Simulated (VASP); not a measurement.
Here is a VASP 6.6.1 calculation.

File INCAR:

```
PREC = Accurate
ENCUT = 520
EDIFF = 1E-6
ISMEAR = 0
SIGMA = 0.1
LREAL = False
LASPH = True
NELM = 100
ALGO = Normal
ISIF = 2
LWAVE = False
LCHARG = False
GGA = PE
NBANDS = 26
```

KPOINTS

```
Automatic mesh
0
Gamma
  10 10 6
```

File POSCAR:

```
Zr2Si3
1.0
    3.7318569988      0.0000000000      0.0000000000
    0.0000000000      3.7318569988      0.0000000000
    0.0000000000      0.0000000000      6.5790575762
Zr Si
2 3
Direct
    0.5000000000      0.0000000000      0.3474112059
    0.0000000000      0.5000000000      0.6525887941
    0.0000000000      0.5000000000      0.2315735634
    0.5000000000      0.0000000000      0.7684264366
    0.5000000000      0.5000000000      0.0000000000
```

Potentials or basis: VASP PAW PBE potentials, release 64 (Zr_sv, Si).

The run is started by

```console
$ cat potpaw_PBE.64/Zr_sv/POTCAR potpaw_PBE.64/Si/POTCAR > POTCAR
$ mpirun -np 1 vasp_std > vasp.out
```

Q: Estimate the band gap on the k mesh.

A: Zero (bands 18 and 19 overlap by 0.38 eV).

Q: Predict the largest force.

A: 0.008 eV/Å.

Forces on the atoms (eV/Å):
```
Zr   0.000  0.000  0.004
Zr   0.000  0.000 -0.004
Si   0.000  0.000 -0.008
Si   0.000  0.000  0.008
Si   0.000  0.000  0.000
```
